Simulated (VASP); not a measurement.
# MoS2 (R3m) in VASP: single point with PBE

Aim: the single point of MoS2 with PBE.

All numbers are computed with VASP 6.6.1; they aren't measurements. Logs are shortened: lines on timing, memory, paths and dates and some standing lists are left out, and cuts for length are marked.

### Step 1. The cell of the first run

The structure is trigonal, space group R3m (No. 160). The conventional cell has a = 3.163 Å, b = 3.163 Å, c = 18.370 Å, α = 90.00°, β = 90.00°, γ = 120.00°. Mo (site symmetry 3m) has 6 S at 2.36 Å within 3.1 Å. S (site symmetry 3m) has 3 Mo at 2.36 Å and 1 S at 3.00 Å within 3.1 Å. Within 3.1 Å of S (site symmetry 3m) lie 3 Mo at 2.36 Å and 1 S at 3.00 Å.

### Step 2. Single point, PBE

The input, INCAR:

```
SYSTEM = MoS2
ALGO = Normal ; EDIFF = 1E-6
ENCUT = 520 ; GGA = PE
ISIF = 2 ; ISMEAR = -1
LASPH = .True. ; LCHARG = .False.
LREAL = .False. ; LWAVE = .False.
NBANDS = 20 ; NELM = 100
PREC = Accurate ; SIGMA = 0.04
```

The input, KPOINTS:

```
k-points
0
Gamma
  6 6 6
  0 0 0
```

The input, POSCAR:

```
MoS2
1.0
    1.5814998900      0.9130793900      6.1233282100
   -1.5814998900      0.9130793900      6.1233282100
    0.0000000000     -1.8261587800      6.1233282100
Mo S
1 2
Direct
    0.0000000000      0.0000000000      0.0000000000
    0.7484000000      0.7484000000      0.7484000000
    0.5849000000      0.5849000000      0.5849000000
```

Potentials or basis: VASP PAW PBE potentials, release 64 (Mo_sv, S).

The run is started by

```
$ cat potpaw_PBE.64/Mo_sv/POTCAR potpaw_PBE.64/S/POTCAR > POTCAR
$ mpirun -np 1 vasp_std > vasp.out
```

OUTCAR:

```text
SYSTEM = MoS2
   EDIFF = 1E-6
   ENCUT = 520
   GGA = PE
   ISIF = 2
   ISMEAR = -1
   LASPH = .True.
   LREAL = .False.
   NELM = 100
   PREC = Accurate

 ion  position               nearest neighbor table
   1  0.000  0.000  0.000-   2 2.36   2 2.36   2 2.36   3 2.36   3 2.36   3 2.36
   2  0.748  0.748  0.748-   1 2.36   1 2.36   1 2.36
   3  0.585  0.585  0.585-   1 2.36   1 2.36   1 2.36

  LATTYP: Found a trigonal (rhomboedric) cell.
 ALAT       =     6.3898360106
 COS(alpha) =     0.8774851015

  Lattice vectors:

 A1 = (   1.5814998900,   0.9130793900,   6.1233282100)
 A2 = (  -1.5814998900,   0.9130793900,   6.1233282100)
 A3 = (   0.0000000000,  -1.8261587800,   6.1233282100)

Analysis of symmetry for initial positions (statically):
=====================================================================
 Subroutine PRICEL returns:
 Original cell was already a primitive cell.

 Routine SETGRP: Setting up the symmetry group for a
 trigonal (rhombohedral) supercell.

 Subroutine GETGRP returns: Found  6 space group operations
 (whereof  6 operations were pure point group operations)
 out of a pool of 12 trial point group operations.

The static configuration has the point symmetry C_3v.

Analysis of symmetry for dynamics (positions and initial velocities):
=====================================================================
 Subroutine PRICEL returns:
 Original cell was already a primitive cell.

 Routine SETGRP: Setting up the symmetry group for a
 trigonal (rhombohedral) supercell.

 Subroutine GETGRP returns: Found  6 space group operations
 (whereof  6 operations were pure point group operations)
 out of a pool of 12 trial point group operations.

The dynamic configuration has the point symmetry C_3v.

 Subroutine INISYM returns: Found  6 space group operations
 (whereof  6 operations are pure point group operations),
 and found     1 'primitive' translations

----------------------------------------------------------------------------------------

                                     Primitive cell

  volume of cell :      53.0538

  direct lattice vectors                    reciprocal lattice vectors
     1.581499890  0.913079390  6.123328210     0.316155571  0.182532503  0.054436627
    -1.581499890  0.913079390  6.123328210    -0.316155571  0.182532503  0.054436627
     0.000000000 -1.826158780  6.123328210     0.000000000 -0.365065006  0.054436627

  length of vectors
     6.389836011  6.389836011  6.389836012     0.369101349  0.369101349  0.369101348

  position of ions in fractional coordinates (direct lattice)
     0.000000000  0.000000000  0.000000000
     0.748400000  0.748400000  0.748400000
     0.584900000  0.584900000  0.584900000

  ion indices of the primitive-cell ions
   primitive index   ion index
                 1           1
                 2           2
                 3           3

----------------------------------------------------------------------------------------

 KPOINTS: k-points

Automatic generation of k-mesh.
 Grid dimensions read from file:
 generate k-points for:    6    6    6

 Generating k-lattice:

  Cartesian coordinates                     Fractional coordinates (reciprocal lattice)
     0.052692595  0.030422084  0.009072771     0.166666667 -0.000000000  0.000000000
    -0.052692595  0.030422084  0.009072771    -0.000000000  0.166666667  0.000000000
     0.000000000 -0.060844168  0.009072771     0.000000000  0.000000000  0.166666667

  Length of vectors
     0.061516892  0.061516892  0.061516891

  Shift w.r.t. Gamma in fractional coordinates (k-lattice)
     0.000000000  0.000000000  0.000000000

 Subroutine IBZKPT returns following result:
 ===========================================

 Found     32 irreducible k-points:

 Following reciprocal coordinates:
            Coordinates               Weight
  0.000000  0.000000  0.000000      1.000000
  0.166667  0.000000  0.000000      6.000000
  0.333333 -0.000000  0.000000      6.000000
  0.500000 -0.000000  0.000000      3.000000
  0.166667  0.166667  0.000000      6.000000
  0.333333  0.166667  0.000000     12.000000
[... 16 lines left out ...]
  0.500000  0.500000  0.166667      6.000000
 -0.333333  0.500000  0.166667     12.000000
 [... further k-points ...]
   k-points           NKPTS =     32   k-points in BZ     NKDIM =     32   number of bands    NBANDS=     20
   number of dos      NEDOS =    301   number of ions     NIONS =      3
   total plane-waves  NPLWV = 110592
   dimension x,y,z NGX =    48 NGY =   48 NGZ =   48
   dimension x,y,z NGXF=    96 NGYF=   96 NGZF=   96
   ions per type =               1   2
   NGX,Y,Z   is equivalent  to a cutoff of  12.49, 12.49, 12.49 a.u.
   NGXF,Y,Z  is equivalent  to a cutoff of  24.98, 24.98, 24.98 a.u.
 SYSTEM =  MoS2
   PREC   = accura    normal or accurate (medium, high low for compatibility)
   ISTART =      0    job   : 0-new  1-cont  2-samecut
   ICHARG =      2    charge: 1-file 2-atom 10-const
   ISPIN  =      1    spin polarized calculation?
   LNONCOLLINEAR =      F non collinear calculations
   LSORBIT =      F    spin-orbit coupling
   LASPH  =      T    aspherical Exc in radial PAW
   ENCUT  =  520.0 eV  38.22 Ry    6.18 a.u.  11.88 11.88 11.88*2*pi/ulx,y,z
   NELM   =    100;   NELMIN=  2; NELMDL= -5     # of ELM steps
   EDIFF  = 0.1E-05   stopping-criterion for ELM
   LREAL  =      F    real-space projection
   EDIFFG = 0.1E-04   stopping-criterion for IOM
   NSW    =      0    number of steps for IOM
   IBRION =     -1    ionic relax: 0-MD 1-quasi-New 2-CG
   NFREE  =      0    steps in history (QN), initial steepest desc. (CG)
   ISIF   =      2    stress and relaxation
   ISYM   =      2    0-nonsym 1-usesym 2-fastsym
   POTIM  = 0.5000    time-step for ionic-motion
   TEBEG  =    0.0;   TEEND  =   0.0 temperature during run
   PSTRESS=    0.0 pullay stress
   NELECT =      26.0000    total number of electrons
   NUPDOWN=      -1.0000    fix difference up-down
   EMIN   =  10.00;   EMAX   =-10.00  energy-range for DOS
   EFERMI =   0.00;   METHOD = LEGACY
   ISMEAR =    -1;   SIGMA  =   0.04  broadening in eV -4-tet -1-fermi 0-gaus
   EFERMI_NEDOS =   21; number of points for ismear=-14 and -15
   IALGO  =     38    algorithm
   IMIX   =      4    mixing-type and parameters
     AMIX     =   0.40;   BMIX     =  1.00
     AMIX_MAG =   1.60;   BMIX_MAG =  1.00
  volume/ion in A,a.u.               =      17.68       119.34
  Fermi-wavevector in a.u.,A,eV,Ry     =   1.290705  2.439079 22.666222  1.665920
  Thomas-Fermi vector in A             =   2.422520
   LORBIT       =      0    0 simple, 1 ext, 2 COOP (PROOUT), +10 PAW based schemes
   GGA     = PE    functional components
   LHFCALC =     F    Hartree Fock is set to
   AEXX    =    0.0000 exact exchange contribution
   IVDW    =     0    specifies the selected vdW correction
   LEPSILON=     F    determine dielectric tensor
   LRPA    =     F    only Hartree local field effects (RPA)
 non-spin polarized calculation
  energy-cutoff  :      520.00
  volume of cell :       53.05
 maximum number of plane-waves:      1440
   NGX = 23   NGY = 23   NGZ = 23

 number of electron      26.0000001 magnetization

 Free energy of the ion-electron system (eV)
  ---------------------------------------------------
  ext. energy  EPLUGINS =         0.00000000
  ---------------------------------------------------
  free energy    TOTEN  =       -21.72209256 eV

  energy without entropy =      -21.72208628  energy(sigma->0) =      -21.72208942

 E-fermi :   8.0987     XC(G=0): -10.7968

 val. band max:        7.8151508417   @ k =   0.5000   0.5000   0.5000
 cond. band min:       8.4785940100   @ k =  -0.1667   0.5000   0.1667
 fundamental gap:      0.6634431683
 Fermi energy:         8.0987097759

 k-point     1 :       0.0000    0.0000    0.0000
  band No.  band energies     occupation
      1     -53.8752      2.00000
      2     -28.0534      2.00000
      3     -27.8357      2.00000
      4     -27.8357      2.00000
      5      -7.5426      2.00000
      6      -5.7069      2.00000
[... 12 lines left out ...]
     19      15.8704      0.00000
     20      16.0830      0.00000

 k-point     2 :       0.1667    0.0000    0.0000
  band No.  band energies     occupation
      1     -53.8646      2.00000
      2     -28.0322      2.00000
      3     -27.9418      2.00000
      4     -27.8596      2.00000
      5      -7.1223      2.00000
      6      -5.5975      2.00000
[... 12 lines left out ...]
     19      16.2325      0.00000
     20      16.8749      0.00000

 k-point     3 :       0.3333   -0.0000    0.0000
  band No.  band energies     occupation
      1     -53.8436      2.00000
      2     -28.1487      2.00000
      3     -27.9893      2.00000
      4     -27.9071      2.00000
      5      -6.1465      2.00000
      6      -5.3470      2.00000
[... 12 lines left out ...]
     19      15.0870      0.00000
     20      15.6477      0.00000

 k-point     4 :       0.5000   -0.0000    0.0000
  band No.  band energies     occupation
      1     -53.8330      2.00000
      2     -28.2497      2.00000
      3     -27.9678      2.00000
      4     -27.9307      2.00000
      5      -5.5415      2.00000
      6      -5.2058      2.00000
[... 12 lines left out ...]
     19      14.6134      0.00000
     20      15.2644      0.00000

 k-point     5 :       0.1667    0.1667    0.0000
  band No.  band energies     occupation
      1     -53.8646      2.00000
      2     -28.0322      2.00000
      3     -27.9417      2.00000
      4     -27.8596      2.00000
      5      -7.1071      2.00000
      6      -5.6249      2.00000
[... 12 lines left out ...]
     19      16.3104      0.00000
     20      16.7870      0.00000
[... 353 lines left out ...]
      6      -5.2549      2.00000
[... 12 lines left out ...]
     19      16.1060      0.00000
     20      16.4657      0.00000

 k-point    22 :      -0.1667    0.3333    0.1667
  band No.  band energies     occupation
      1     -53.8330      2.00000
      2     -28.1984      2.00000
      3     -27.9843      2.00000
      4     -27.9679      2.00000
      5      -5.5552      2.00000
      6      -5.1915      2.00000
[... 12 lines left out ...]
     19      15.8650      0.00000
     20      16.3877      0.00000

 k-point    23 :       0.5000    0.5000    0.1667
  band No.  band energies     occupation
      1     -53.8436      2.00000
      2     -28.1486      2.00000
      3     -27.9894      2.00000
      4     -27.9071      2.00000
      5      -6.0160      2.00000
      6      -5.5170      2.00000
[... 12 lines left out ...]
     19      15.3368      0.00000
     20      16.4419      0.00000

 k-point    24 :      -0.3333    0.5000    0.1667
  band No.  band energies     occupation
      1     -53.8330      2.00000
      2     -28.1984      2.00000
      3     -27.9843      2.00000
      4     -27.9679      2.00000
      5      -5.4719      2.00000
      6      -5.2856      2.00000
[... 12 lines left out ...]
     19      15.9073      0.00000
     20      16.2353      0.00000

 [... further k-points ...]
[... 5 lines left out ...]
  --------------------------------------------------------------------------------------
  -------------------------------------------------------------------------------------
  Total        2.2410125      2.2410125      4.5596282      0.0000000     -0.0000000      0.0000000
  in kB       67.6765747     67.6765751    137.6966971      0.0000000     -0.0000000      0.0000000
  external PRESSURE =      91.0166156 kB  Pullay stress =       0.0000000 kB

 VOLUME and BASIS-vectors are now :
 -----------------------------------------------------------------------------
  energy-cutoff  :      520.00
  volume of cell :       53.05
      direct lattice vectors                 reciprocal lattice vectors
     1.581499890  0.913079390  6.123328210     0.316155571  0.182532503  0.054436627
    -1.581499890  0.913079390  6.123328210    -0.316155571  0.182532503  0.054436627
     0.000000000 -1.826158780  6.123328210     0.000000000 -0.365065006  0.054436627

 POSITION                                       TOTAL-FORCE (eV/Angst)
 -----------------------------------------------------------------------------------
      0.00000      0.00000      0.00000         0.000000      0.000000     -0.002541
      0.00000      0.00000     13.74810         0.000000      0.000000      1.280909
      0.00000      0.00000     10.74460         0.000000      0.000000     -1.278368
 -----------------------------------------------------------------------------------
    total drift:                                0.000000     -0.000000     -0.000029

  FREE ENERGIE OF THE ION-ELECTRON SYSTEM (eV)
  ---------------------------------------------------
  free  energy   TOTEN  =       -21.7220925592 eV

  energy  without entropy=      -21.7220862781  energy(sigma->0) =      -21.72208942
```

Wall time 70 s (1 thread of Intel Xeon Platinum 8375C at 2.90GHz (Ice Lake), shared host); peak memory 0.31 GiB.

Results:

```
Free energy            : -21.7221 eV
Pressure               : 9.1 GPa
Largest force          : 1.281 eV/Å
Band gap on the k mesh : 0.66 eV, indirect (least direct gap 1.63 eV)
```

Forces on the atoms (eV/Å):
```
Mo   0.000  0.000 -0.003
S    0.000  0.000  1.281
S    0.000  0.000 -1.278
```

Stress tensor (GPa, compression positive):
```
 6.77  0.00  0.00
 0.00  6.77  0.00
 0.00  0.00 13.77
```

Levels at points of the mesh, in eV from the valence-band top:
```tsv
k point	band 9	band 10	band 11	band 12	band 13	band 14	band 15	band 16	band 17	band 18
(0.00, 0.00, 0.00)	-3.85	-2.65	-2.65	-1.33	-1.16	1.91	1.91	2.42	2.42	5.30
(0.50, 0.00, 0.00)	-5.29	-4.37	-2.41	-1.95	-1.62	1.40	1.89	3.43	3.55	5.19
(0.50, 0.50, 0.00)	-5.02	-4.30	-2.95	-2.10	-1.47	1.35	1.99	2.98	3.94	5.92
(0.50, 0.50, 0.50)	-3.86	-3.48	-2.63	-2.63	0.00	1.99	1.99	2.30	2.30	5.34
```

Caveat: forces of over 1 eV/Å act on the atoms, so gaps and moduli don't describe the material at rest. A k mesh can miss the band edges.
